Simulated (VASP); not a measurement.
A run of VASP 6.6.1 is set up as follows.

File INCAR:

```
SYSTEM = Ta2N
PREC = Accurate
ENCUT = 520
EDIFF = 1E-6
ISMEAR = -1
SIGMA = 0.05
LREAL = .False.
LASPH = .True.
NELM = 80
ALGO = Normal
ISIF = 2
LWAVE = .False.
LCHARG = .False.
NBANDS = 20
```

Contents of KPOINTS:

```
Automatic mesh
0
Gamma
  10 10 6
  0 0 0
```

POSCAR

```
Ta2N
1.0
    3.0493158896      0.0000000000      0.0000000000
   -1.5246579448      2.6407850245      0.0000000000
    0.0000000000      0.0000000000      4.7704285953
Ta N
2 1
Direct
    0.3333333333      0.6666666667      0.2547110000
    0.6666666667      0.3333333333      0.7452890000
    0.0000000000      0.0000000000      0.0000000000
```

Potentials or basis: VASP PAW LDA potentials, release 64 (Ta_pv, N).

Command:

```sh
$ cat potpaw_LDA.64/Ta_pv/POTCAR potpaw_LDA.64/N/POTCAR > POTCAR
$ mpirun -np 1 vasp_std > vasp.out
```

What does it give for the largest force?

0.024 eV/Å.

Predict the pressure.

5.1 GPa.

Stress tensor (GPa, compression positive):
```
4.97 0.00 0.00
0.00 4.97 0.00
0.00 0.00 5.46
```
